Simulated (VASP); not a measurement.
A run of VASP 6.6.1 is set up as follows.

Contents of INCAR:

```
SYSTEM = Si4HC4
PREC = Accurate ; ENCUT = 520
EDIFF = 1E-6 ; ISMEAR = 0
SIGMA = 0.05 ; LREAL = .FALSE.
LASPH = .TRUE. ; NELM = 150
ALGO = Normal ; ISIF = 2
LWAVE = .FALSE. ; LCHARG = .FALSE.
ISPIN = 2 ; MAGMOM = 0 0 0 0 0 0 0 0 1
LORBIT = 11 ; LDIPOL = .TRUE.
IDIPOL = 3 ; DIPOL = 0.5 0.5 0.323
GGA = PE ; NBANDS = 30
```

KPOINTS

```
Automatic mesh
0
G
  9 5 1
  0 0 0
```

The input POSCAR:

```
Si4HC4
1.0
    3.0920147307      0.0000000000      0.0000000000
    0.0000000000      5.0738209340      0.0000000000
    0.0000000000      0.0000000000     18.9686857191
Si C H
4 4 1
Direct
    0.0000000000      0.9954360513      0.2108738612
    0.5000000000      0.4954360513      0.2579297186
    0.5000000000      0.9936728499      0.3565277206
    0.0000000000      0.4650509319      0.3853429995
    0.0000000000      0.6195639487      0.2108738612
    0.5000000000      0.1195639487      0.2579297186
    0.5000000000      0.6250367811      0.3569005390
    0.0000000000      0.1238202602      0.3937376490
    0.5000000000      0.6238202602      0.4770743188
```

Potentials or basis: VASP PAW PBE potentials, release 64 (Si, C, H).

Command:

```console
$ cat potpaw_PBE.64/Si/POTCAR potpaw_PBE.64/C/POTCAR potpaw_PBE.64/H/POTCAR > POTCAR
$ mpirun -np 1 vasp_std > vasp.out
```

Predict the net moment.

1.00 μB per cell.

Predict the band gap on the k mesh.

0.08 eV, indirect (least direct gap 0.16 eV).

Estimate the site moments.

Si +0.03, +0.01, +0.00, -0.02; C +0.01, +0.07, +0.04; H +0.29 μB.

Estimate the largest force.

3.029 eV/Å.

Forces on the atoms (eV/Å):
```
Si   0.000 -2.149  2.134
Si   0.000  0.721 -2.602
Si   0.000 -0.054  0.134
Si   0.000  0.331  1.026
C    0.000  1.225  1.416
C    0.000  0.229 -1.061
C    0.000  0.050 -0.845
C    0.000 -0.136 -0.211
H    0.000 -0.217  0.008
```
